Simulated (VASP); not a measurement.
# K2H5 in VASP: further runs

K2H5 is run at these levels: PBE; tasks: single point, relaxation of cell and atoms.

Everything below comes from runs of VASP 6.6.1. Logs are shortened: lines on timing, memory, paths and dates and some standing lists are left out, and cuts for length are marked.

### Step 1. The cell of the first run

It takes space group P6/mmm (No. 191, hexagonal). Conventional cell: a = 5.770 Å, b = 5.770 Å, c = 7.077 Å, α = 90.00°, β = 90.00°, γ = 120.00°. Within 4.2 Å of K (site symmetry -6m2) lie 7 H at 3.15 to 3.92 Å and 3 K at 3.33 Å. H (site symmetry 3m) has 1 H at 0.77 Å within 1.1 Å. Within 4.4 Å of H (site symmetry 6/mmm) lie 6 K at 3.33 Å.

The cell was built from a structure type or drawn by symmetry, and may not be a known phase.

### Step 2. Single point, PBE

The input, INCAR:

```
SYSTEM = K2H5
ALGO = Normal
EDIFF = 1E-6
ENCUT = 500
GGA = PE
GGA_COMPAT = .False.
ISIF = 2
ISMEAR = 0
LASPH = .True.
LCHARG = .False.
LREAL = .False.
LWAVE = .False.
NBANDS = 20
NELM = 120
PREC = Accurate
SIGMA = 0.1
```

The input, KPOINTS:

```
k-points
0
Gamma
  3 3 4
  0 0 0
```

The input, POSCAR:

```
K2H5
1.0
    5.7698023862      0.0000000000      0.0000000000
   -2.8849011931      4.9967954413      0.0000000000
    0.0000000000      0.0000000000      7.0774504763
K H
2 5
Direct
    0.3333333333      0.6666666667      0.0000000000
    0.6666666667      0.3333333333      0.0000000000
    0.3333333333      0.6666666667      0.5543445737
    0.6666666667      0.3333333333      0.5543445737
    0.3333333333      0.6666666667      0.4456554263
    0.6666666667      0.3333333333      0.4456554263
    0.0000000000      0.0000000000      0.0000000000
```

Potentials or basis: VASP PAW PBE potentials, release 64 (K_sv, H).

Launch:

```bash
$ cat potpaw_PBE.64/K_sv/POTCAR potpaw_PBE.64/H/POTCAR > POTCAR
$ mpirun -np 1 vasp_std > vasp.out
```

OUTCAR:

```text
SYSTEM = K2H5
   EDIFF = 1E-6
   ENCUT = 500
   GGA = PE
   ISIF = 2
   ISMEAR = 0
   LASPH = .True.
   LREAL = .False.
   NELM = 120
   PREC = Accurate

 ion  position               nearest neighbor table
   1  0.333  0.667  0.000-   2 3.33   2 3.33   2 3.33
   2  0.667  0.333  0.000-   1 3.33   1 3.33   1 3.33
   3  0.333  0.667  0.554-   5 0.77
   4  0.667  0.333  0.554-   6 0.77
   5  0.333  0.667  0.446-   3 0.77
   6  0.667  0.333  0.446-   4 0.77
   7  0.000  0.000  0.000-

  LATTYP: Found a hexagonal cell.
 ALAT       =     5.7698023862
 C/A-ratio  =     1.2266365471

  Lattice vectors:

 A1 = (   5.7698023862,   0.0000000000,   0.0000000000)
 A2 = (  -2.8849011931,   4.9967954413,   0.0000000000)
 A3 = (   0.0000000000,   0.0000000000,   7.0774504763)

Analysis of symmetry for initial positions (statically):
=====================================================================
 Subroutine PRICEL returns:
 Original cell was already a primitive cell.

 Routine SETGRP: Setting up the symmetry group for a
 hexagonal supercell.

 Subroutine GETGRP returns: Found 24 space group operations
 (whereof 24 operations were pure point group operations)
 out of a pool of 24 trial point group operations.

The static configuration has the point symmetry D_6h.

Analysis of symmetry for dynamics (positions and initial velocities):
=====================================================================
 Subroutine PRICEL returns:
 Original cell was already a primitive cell.

 Routine SETGRP: Setting up the symmetry group for a
 hexagonal supercell.

 Subroutine GETGRP returns: Found 24 space group operations
 (whereof 24 operations were pure point group operations)
 out of a pool of 24 trial point group operations.

The dynamic configuration has the point symmetry D_6h.

 Subroutine INISYM returns: Found 24 space group operations
 (whereof 24 operations are pure point group operations),
 and found     1 'primitive' translations

----------------------------------------------------------------------------------------

                                     Primitive cell

  volume of cell :     204.0466

  direct lattice vectors                    reciprocal lattice vectors
     5.769802386  0.000000000  0.000000000     0.173316161  0.100064132  0.000000000
    -2.884901193  4.996795441  0.000000000     0.000000000  0.200128265  0.000000000
     0.000000000  0.000000000  7.077450476     0.000000000  0.000000000  0.141293818

  length of vectors
     5.769802386  5.769802386  7.077450476     0.200128265  0.200128265  0.141293818

  position of ions in fractional coordinates (direct lattice)
     0.333333333  0.666666667  0.000000000
     0.666666667  0.333333333  0.000000000
     0.333333333  0.666666667  0.554344574
     0.666666667  0.333333333  0.554344574
     0.333333333  0.666666667  0.445655426
     0.666666667  0.333333333  0.445655426
     0.000000000  0.000000000  0.000000000

  ion indices of the primitive-cell ions
   primitive index   ion index
                 1           1
                 2           2
                 3           3
                 4           4
                 5           5
                 6           6
                 7           7

----------------------------------------------------------------------------------------

 KPOINTS: k-points

Automatic generation of k-mesh.
 Grid dimensions read from file:
 generate k-points for:    3    3    4

 Generating k-lattice:

  Cartesian coordinates                     Fractional coordinates (reciprocal lattice)
     0.057772054  0.033354711  0.000000000     0.333333333  0.000000000  0.000000000
     0.000000000  0.066709422  0.000000000     0.000000000  0.333333333  0.000000000
     0.000000000  0.000000000  0.035323455     0.000000000  0.000000000  0.250000000

  Length of vectors
     0.066709422  0.066709422  0.035323455

  Shift w.r.t. Gamma in fractional coordinates (k-lattice)
     0.000000000  0.000000000  0.000000000

 Subroutine IBZKPT returns following result:
 ===========================================

 Found      9 irreducible k-points:

 Following reciprocal coordinates:
            Coordinates               Weight
  0.000000  0.000000  0.000000      1.000000
  0.333333 -0.000000  0.000000      6.000000
  0.333333  0.333333  0.000000      2.000000
  0.000000  0.000000  0.250000      2.000000
  0.333333 -0.000000  0.250000     12.000000
  0.333333  0.333333  0.250000      4.000000
  0.000000  0.000000  0.500000      1.000000
  0.333333 -0.000000  0.500000      6.000000
  0.333333  0.333333  0.500000      2.000000
   k-points           NKPTS =      9   k-points in BZ     NKDIM =      9   number of bands    NBANDS=     20
   number of dos      NEDOS =    301   number of ions     NIONS =      7
   total plane-waves  NPLWV =  95256
   dimension x,y,z NGX =    42 NGY =   42 NGZ =   54
   dimension x,y,z NGXF=    84 NGYF=   84 NGZF=  108
   ions per type =               2   5
   NGX,Y,Z   is equivalent  to a cutoff of  12.10, 12.10, 12.68 a.u.
   NGXF,Y,Z  is equivalent  to a cutoff of  24.20, 24.20, 25.37 a.u.
 SYSTEM =  K2H5
   PREC   = accura    normal or accurate (medium, high low for compatibility)
   ISTART =      0    job   : 0-new  1-cont  2-samecut
   ICHARG =      2    charge: 1-file 2-atom 10-const
   ISPIN  =      1    spin polarized calculation?
   LNONCOLLINEAR =      F non collinear calculations
   LSORBIT =      F    spin-orbit coupling
   LASPH  =      T    aspherical Exc in radial PAW
   ENCUT  =  500.0 eV  36.75 Ry    6.06 a.u.  10.52 10.52 12.90*2*pi/ulx,y,z
   NELM   =    120;   NELMIN=  2; NELMDL= -5     # of ELM steps
   EDIFF  = 0.1E-05   stopping-criterion for ELM
   LREAL  =      F    real-space projection
   EDIFFG = 0.1E-04   stopping-criterion for IOM
   NSW    =      0    number of steps for IOM
   IBRION =     -1    ionic relax: 0-MD 1-quasi-New 2-CG
   NFREE  =      0    steps in history (QN), initial steepest desc. (CG)
   ISIF   =      2    stress and relaxation
   ISYM   =      2    0-nonsym 1-usesym 2-fastsym
   POTIM  = 0.5000    time-step for ionic-motion
   TEBEG  =    0.0;   TEEND  =   0.0 temperature during run
   PSTRESS=    0.0 pullay stress
   NELECT =      23.0000    total number of electrons
   NUPDOWN=      -1.0000    fix difference up-down
   EMIN   =  10.00;   EMAX   =-10.00  energy-range for DOS
   EFERMI =   0.00;   METHOD = LEGACY
   ISMEAR =     0;   SIGMA  =   0.10  broadening in eV -4-tet -1-fermi 0-gaus
   EFERMI_NEDOS =   21; number of points for ismear=-14 and -15
   IALGO  =     38    algorithm
   IMIX   =      4    mixing-type and parameters
     AMIX     =   0.40;   BMIX     =  1.00
     AMIX_MAG =   1.60;   BMIX_MAG =  1.00
  volume/ion in A,a.u.               =      29.15       196.71
  Fermi-wavevector in a.u.,A,eV,Ry     =   0.790814  1.494422  8.508903  0.625387
  Thomas-Fermi vector in A             =   1.896230
   LORBIT       =      0    0 simple, 1 ext, 2 COOP (PROOUT), +10 PAW based schemes
   GGA     = PE    functional components
   LHFCALC =     F    Hartree Fock is set to
   AEXX    =    0.0000 exact exchange contribution
   IVDW    =     0    specifies the selected vdW correction
   LEPSILON=     F    determine dielectric tensor
   LRPA    =     F    only Hartree local field effects (RPA)
 non-spin polarized calculation
 Gauss-broadening in eV      SIGMA  =   0.10
  energy-cutoff  :      500.00
  volume of cell :      204.05
 maximum number of plane-waves:      5202
 NGX is ok and might be reduce to    42
   NGX = 21   NGY = 21   NGZ = 25

 number of electron      22.9999992 magnetization

 Free energy of the ion-electron system (eV)
  ---------------------------------------------------
  ext. energy  EPLUGINS =         0.00000000
  ---------------------------------------------------
  free energy    TOTEN  =       -17.38675400 eV

  energy without entropy =      -17.37761218  energy(sigma->0) =      -17.38218309

 E-fermi :  -0.0629     XC(G=0):  -5.2732

 val. band max:       -0.1755661133   @ k =   0.3333  -0.0000   0.2500
 cond. band min:      -0.0399537219   @ k =   0.0000   0.0000   0.5000
 fundamental gap:      0.1356123914
 Fermi energy:        -0.0628546858

 k-point     1 :       0.0000    0.0000    0.0000
  band No.  band energies     occupation
      1     -33.3169      2.00000
      2     -33.1947      2.00000
      3     -16.9871      2.00000
      4     -16.9871      2.00000
      5     -16.7945      2.00000
      6     -16.6546      2.00000
[... 12 lines left out ...]
     19       2.9334      0.00000
     20       3.2832      0.00000

 k-point     2 :       0.3333   -0.0000    0.0000
  band No.  band energies     occupation
      1     -33.2914      2.00000
      2     -33.2208      2.00000
      3     -17.0205      2.00000
      4     -16.9167      2.00000
      5     -16.7650      2.00000
      6     -16.6843      2.00000
[... 12 lines left out ...]
     19       2.8878      0.00000
     20       3.6375      0.00000

 k-point     3 :       0.3333    0.3333    0.0000
  band No.  band energies     occupation
      1     -33.2562      2.00000
      2     -33.2562      2.00000
      3     -17.0551      2.00000
      4     -16.7609      2.00000
      5     -16.7609      2.00000
      6     -16.7247      2.00000
[... 12 lines left out ...]
     19       3.6063      0.00000
     20       3.6063      0.00000

 k-point     4 :       0.0000    0.0000    0.2500
  band No.  band energies     occupation
      1     -33.3169      2.00000
      2     -33.1947      2.00000
      3     -16.9871      2.00000
      4     -16.9871      2.00000
      5     -16.7952      2.00000
      6     -16.6551      2.00000
[... 84 lines left out ...]
 k-point     8 :       0.3333   -0.0000    0.5000
  band No.  band energies     occupation
      1     -33.2914      2.00000
      2     -33.2208      2.00000
      3     -17.0205      2.00000
      4     -16.9167      2.00000
      5     -16.7663      2.00000
      6     -16.6853      2.00000
[... 12 lines left out ...]
     19       3.1412      0.00000
     20       3.1767      0.00000

 k-point     9 :       0.3333    0.3333    0.5000
  band No.  band energies     occupation
      1     -33.2562      2.00000
      2     -33.2562      2.00000
      3     -17.0551      2.00000
      4     -16.7609      2.00000
      5     -16.7609      2.00000
      6     -16.7259      2.00000
[... 12 lines left out ...]
     19       2.8857      0.00000
     20       3.9768      0.00000

------------------------ aborting loop because EDIFF is reached ----------------------------------------

  FORCE on cell =-STRESS in cart. coord.  units (eV):
  Direction    XX          YY          ZZ          XY          YZ          ZX
  --------------------------------------------------------------------------------------
  -------------------------------------------------------------------------------------
  Total       -0.0095933     -0.0095933      0.2183731      0.0000000     -0.0000000      0.0000000
  in kB       -0.0753270     -0.0753270      1.7146691      0.0000000     -0.0000000      0.0000000
  external PRESSURE =       0.5213384 kB  Pullay stress =       0.0000000 kB

 VOLUME and BASIS-vectors are now :
 -----------------------------------------------------------------------------
  energy-cutoff  :      500.00
  volume of cell :      204.05
      direct lattice vectors                 reciprocal lattice vectors
     5.769802386  0.000000000  0.000000000     0.173316161  0.100064132  0.000000000
    -2.884901193  4.996795441  0.000000000     0.000000000  0.200128265  0.000000000
     0.000000000  0.000000000  7.077450476     0.000000000  0.000000000  0.141293818

 POSITION                                       TOTAL-FORCE (eV/Angst)
 -----------------------------------------------------------------------------------
     -0.00000      3.33120      0.00000         0.000000      0.000000     -0.000000
      2.88490      1.66560      0.00000        -0.000000     -0.000000     -0.000000
     -0.00000      3.33120      3.92335         0.000000      0.000000     -0.034458
      2.88490      1.66560      3.92335        -0.000000      0.000000     -0.034458
     -0.00000      3.33120      3.15410         0.000000      0.000000      0.034458
      2.88490      1.66560      3.15410        -0.000000     -0.000000      0.034458
      0.00000      0.00000      0.00000        -0.000000      0.000000     -0.000000
 -----------------------------------------------------------------------------------
    total drift:                               -0.000000      0.000000      0.000000

  FREE ENERGIE OF THE ION-ELECTRON SYSTEM (eV)
  ---------------------------------------------------
  free  energy   TOTEN  =       -17.3867539951 eV

  energy  without entropy=      -17.3776121835  energy(sigma->0) =      -17.38218309
```

It took 91 s on 1 thread of AMD EPYC 7R13, shared host; peak memory 0.26 GiB.

What came out:

```yaml
Free_energy: -17.3868 eV
Pressure: 0.1 GPa
Largest_force: 0.034 eV/Å
Band_gap_on_the_k_mesh: zero (an odd number of electrons rules out a gap without spin polarisation)
```

Forces on the atoms (eV/Å):
```
K    0.000  0.000  0.000
K    0.000  0.000  0.000
H    0.000  0.000 -0.034
H    0.000  0.000 -0.034
H    0.000  0.000  0.034
H    0.000  0.000  0.034
H    0.000  0.000  0.000
```

Levels at points of the mesh, in eV from the Fermi level:
| k point | band 8 | band 9 | band 10 | band 11 | band 12 | band 13 | band 14 | band 15 |
| --- | --- | --- | --- | --- | --- | --- | --- | --- |
| (0.00, 0.00, 0.00) | -16.46 | -8.66 | -8.00 | -3.18 | 0.23 | 1.17 | 2.33 | 2.33 |
| (0.00, 0.00, 0.50) | -16.46 | -8.63 | -7.99 | -3.27 | 0.02 | 1.41 | 2.41 | 2.41 |

Caveat: the k points lie up to 0.42 Å⁻¹ apart, too coarse for converged energies and pressures of a metal.

### Step 3. Single point, PBE

The input, INCAR:

```
PREC = Accurate ; ENCUT = 500
EDIFF = 1E-6 ; ISMEAR = 0
SIGMA = 0.1 ; LREAL = False
LASPH = True ; NELM = 120
ALGO = Normal ; ISIF = 2
LWAVE = False ; LCHARG = False
GGA = PE ; NBANDS = 20
GGA_COMPAT = False
```

The input, KPOINTS:

```
Automatic mesh
0
Gamma
  6 6 2
```

The input, POSCAR:

```
K2H5
1.0
    5.7742352850      0.0000000031      0.0000000000
   -2.8871176452      5.0006344426      0.0000000000
    0.0000000000      0.0000000000      7.0701688028
K H
2 5
Direct
    0.3333333333      0.6666666667      0.3771262900
    0.6666666667      0.3333333333      0.3771262900
    0.3333333333      0.6666666667      0.9354874220
    0.6666666667      0.3333333333      0.9354874220
    0.3333333333      0.6666666667      0.8263834858
    0.6666666667      0.3333333333      0.8263834858
    0.0000000000      0.0000000000      0.3754211245
```

Potentials or basis: VASP PAW PBE potentials, release 64 (K_sv, H).

Launch:

```bash
$ cat potpaw_PBE.64/K_sv/POTCAR potpaw_PBE.64/H/POTCAR > POTCAR
$ mpirun -np 1 vasp_std > vasp.out
```

It took 2.8 min on 1 thread of AMD EPYC 7R13, shared host; peak memory 0.28 GiB.

The run converged. Its results:

| Property | Result |
| --- | --- |
| Free energy | -17.4407 eV |
| Pressure | 0.0 GPa |
| Largest force | 0.004 eV/Å |
| Band gap on the k mesh | zero (an odd number of electrons rules out a gap without spin polarisation) |

Forces on the atoms (eV/Å):
```
K    0.000  0.000  0.004
K    0.000  0.000  0.004
H    0.000  0.000 -0.002
H    0.000  0.000 -0.002
H    0.000  0.000 -0.002
H    0.000  0.000 -0.002
H    0.000  0.000 -0.001
```

Stress tensor (GPa, compression positive):
```
 0.02  0.00  0.00
 0.00  0.02  0.00
 0.00  0.00 -0.11
```

Levels at points of the mesh, in eV from the Fermi level:
```tsv
k point	band 7	band 8	band 9	band 10	band 11	band 12	band 13	band 14	band 15	band 16
(0.00, 0.00, 0.00)	-16.60	-16.60	-8.72	-8.06	-3.29	0.14	1.06	2.21	2.21	2.81
(0.50, 0.00, 0.00)	-16.72	-16.56	-8.50	-8.28	-2.83	0.09	0.98	1.17	1.45	2.24
(0.00, 0.00, 0.50)	-16.60	-16.60	-8.69	-8.04	-3.38	-0.08	1.32	2.29	2.29	2.40
(0.50, 0.00, 0.50)	-16.72	-16.56	-8.48	-8.26	-2.81	-0.52	0.84	0.96	1.77	2.28
```

Caveat: the k points lie up to 0.44 Å⁻¹ apart, too coarse for converged energies and pressures of a metal.

### Step 4. Relaxation of cell and atoms, PBE

The input, INCAR:

```
SYSTEM = K2H5
PREC     = Accurate       ! precision mode
ENCUT    = 500            ! plane-wave cutoff, eV
EDIFF    = 1E-7           ! SCF threshold, eV
ISMEAR   = 0              ! smearing method
SIGMA    = 0.1            ! smearing width, eV
LREAL    = .False.        ! projectors in reciprocal space
LASPH    = .True.         ! aspherical terms in the spheres
NELM     = 120            ! most SCF steps
ALGO     = Normal         ! electronic algorithm
ISIF     = 3              ! what is computed and relaxed
LWAVE    = .False.        ! write WAVECAR
LCHARG   = .False.        ! write CHGCAR
GGA      = PE             ! functional
IBRION   = 2              ! ionic algorithm
NSW      = 90             ! ionic steps
EDIFFG   = -0.04          ! ionic threshold
GGA_COMPAT= .False.      
NELMIN   = 4
```

The input, KPOINTS:

```
Automatic mesh
0
Gamma
  3 3 4
  0 0 0
```

The input, POSCAR:

```
K2H5
1.0
    5.7742352850      0.0000000000      0.0000000000
   -2.8871176425      5.0006344442      0.0000000000
    0.0000000000      0.0000000000      7.0701688028
K H
2 5
Direct
    0.3333333333      0.6666666667      0.0000000000
    0.6666666667      0.3333333333      0.0000000000
    0.3333333333      0.6666666667      0.5583611320
    0.6666666667      0.3333333333      0.5583611320
    0.3333333333      0.6666666667      0.4416388680
    0.6666666667      0.3333333333      0.4416388680
    0.0000000000      0.0000000000      0.0000000000
```

Launch:

```bash
$ cat potpaw_PBE.64/K_sv/POTCAR potpaw_PBE.64/H/POTCAR > POTCAR
$ mpirun -np 1 vasp_std > vasp.out
```

Wall time 8 min (1 thread of AMD EPYC 7R13, shared host); peak memory 0.28 GiB.

It converged, with:

```yaml
Free_energy: -17.3896 eV
Relaxed_volume: 29.50 Å³/atom
Relaxed_cell: a = 5.765 Å, b = 5.765 Å, c = 7.174 Å, α = 90.00°, β = 90.00°, γ = 120.00°
Space_group_after_relaxing_to_0.1_Å: P6/mmm (No. 191)
Energy_gained_by_relaxing: 12.1 meV/atom
Ionic_steps: 9
Pressure_after_relaxing: 0.0 GPa
Largest_force_after_relaxing: 0.039 eV/Å
Band_gap_on_the_k_mesh: zero (an odd number of electrons rules out a gap without spin polarisation)
```

Forces on the atoms (eV/Å):
```
K    0.000  0.000  0.000
K    0.000  0.000  0.000
H    0.000  0.000 -0.039
H    0.000  0.000 -0.039
H    0.000  0.000  0.039
H    0.000  0.000  0.039
H    0.000  0.000  0.000
```

Step by step:
```tsv
step	energy change (eV)	largest force (eV/Å)	pressure (GPa)	volume (Å³)
1	0.0000	1.3392	-0.62	204.15
2	0.1621	3.1885	1.40	200.82
3	-0.0800	0.0230	0.07	202.79
4	-0.0800	0.0097	0.08	202.77
5	-0.0806	0.0163	0.08	203.10
6	-0.0822	0.0372	0.08	204.08
7	-0.0845	0.0832	0.09	206.05
8	-0.0850	0.0431	0.03	206.49
9	-0.0850	0.0392	0.03	206.48
```

Final structure:
```
K H
1.0
     5.76503    0.00000    0.00000
    -2.88252    4.99267    0.00000
     0.00000    0.00000    7.17369
K H
2 5
Direct
  0.33333 0.66667 0.00000
  0.66667 0.33333 0.00000
  0.33333 0.66667 0.55358
  0.66667 0.33333 0.55358
  0.33333 0.66667 0.44642
  0.66667 0.33333 0.44642
  0.00000 0.00000 0.00000
```

Levels at points of the mesh, in eV from the Fermi level:
```tsv
k point	band 8	band 9	band 10	band 11	band 12	band 13	band 14	band 15
(0.00, 0.00, 0.00)	-16.47	-8.62	-7.96	-3.19	0.21	1.12	2.33	2.33
(0.00, 0.00, 0.50)	-16.47	-8.60	-7.95	-3.27	0.02	1.36	2.40	2.40
```

Caveat: the k points lie up to 0.42 Å⁻¹ apart in the final cell, too coarse for converged energies and pressures of a metal.

### Step 5. The runs side by side

```csv
task,cell,k mesh,gap on the mesh (eV),pressure (GPa),largest force (eV/Å)
single point,"a = 5.770, b = 5.770, c = 7.077 Å, angles 90.0, 90.0, 120.0°, 7 atoms, atomic positions A",3 × 3 × 4,none,0.1,0.03
single point,"a = 5.774, b = 5.774, c = 7.070 Å, angles 90.0, 90.0, 120.0°, 7 atoms, atomic positions B",6 × 6 × 2,none,0.0,-
relaxation of cell and atoms,"relaxed from a = 5.774, b = 5.774, c = 7.070 Å, angles 90.0, 90.0, 120.0°, 7 atoms, atomic positions C",3 × 3 × 4,none,0.0,0.04
```

Alike in all rows: level PBE; potentials or basis VASP PAW PBE potentials, release 64 (K_sv, H); no spin polarisation; cutoff (eV) 500; smearing gaussian 0.1 eV.

Caveats: all runs use coarse meshes.

Total energies depend on the potentials used, so only differences within one code and one set of settings carry meaning.
